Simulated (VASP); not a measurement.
A run of VASP 6.6.1:

The input INCAR:

```
SYSTEM = CuI
PREC = Accurate
ENCUT = 520
EDIFF = 1E-6
ISMEAR = -1
SIGMA = 0.05
LREAL = .False.
LASPH = .True.
NELM = 100
ALGO = Normal
ISIF = 2
LWAVE = .False.
LCHARG = .False.
GGA = PS
NBANDS = 16
```

KPOINTS

```
regular mesh
0
Gamma
  8 8 8
  0 0 0
```

The input POSCAR:

```
CuI
1.0
    0.0000000000      2.9696152886      2.9696152886
    2.9696152886      0.0000000000      2.9696152886
    2.9696152886      2.9696152886      0.0000000000
I Cu
1 1
Direct
    0.0000000000      0.0000000000      0.0000000000
    0.7500000000      0.7500000000      0.7500000000
```

Potentials or basis: VASP PAW PBE potentials, release 64 (I, Cu).

Run with:

```bash
$ cat potpaw_PBE.64/I/POTCAR potpaw_PBE.64/Cu/POTCAR > POTCAR
$ mpirun -np 1 vasp_std > vasp.out
```

Hardware: 1 thread of Intel(R) Xeon(R) 6975P-C (Granite Rapids) (shared host).

How long does it take, and how much memory?

Wall time 8.7 s on 1 thread of Intel(R) Xeon(R) 6975P-C (Granite Rapids) (shared host), peak memory 0.19 GiB. Counts: scf iterations 13, k points 29.
